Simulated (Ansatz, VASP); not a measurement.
One calculation of ZrO2, two programs

```xyz
6
Lattice="3.6753 0.0000 0.0000 0.0000 3.6753 0.0000 0.0000 0.0000 5.3617" Properties=species:S:1:pos:R:3 pbc="T T T"
Zr    0.0000    0.0000    0.0000
Zr    1.8377    1.8377    2.6808
O     0.0000    1.8377    1.6470
O     0.0000    1.8377    4.3279
O     1.8377    0.0000    3.7146
O     1.8377    0.0000    1.0338
```

Change from the starting cell: equal strain along all axes, cell held, atoms relaxed: +1.5 %.

Alike in both runs: task relaxation of the atoms; functional PBE; k mesh 6 × 6 × 4; occupations gaussian, width 0.02 eV; no spin polarisation.

|  | VASP | Ansatz |
| --- | --- | --- |
| version | VASP 6.6.1 | Ansatz 0.2.0 |
| potentials or method | VASP PAW PBE potentials, release 64 (Zr_sv, O), cutoff 520 eV | scalar-relativistic, plane waves, PAW |
| valence electrons in the cell | 48 | 48 |

|  | VASP | Ansatz | Ansatz less VASP |
| --- | --- | --- | --- |
| gap on the k mesh at the Fermi level, each at its own relaxed structure (eV) | 3.90 | 3.90 | +0.006 |

Ansatz's warnings: stress scf threshold loose.
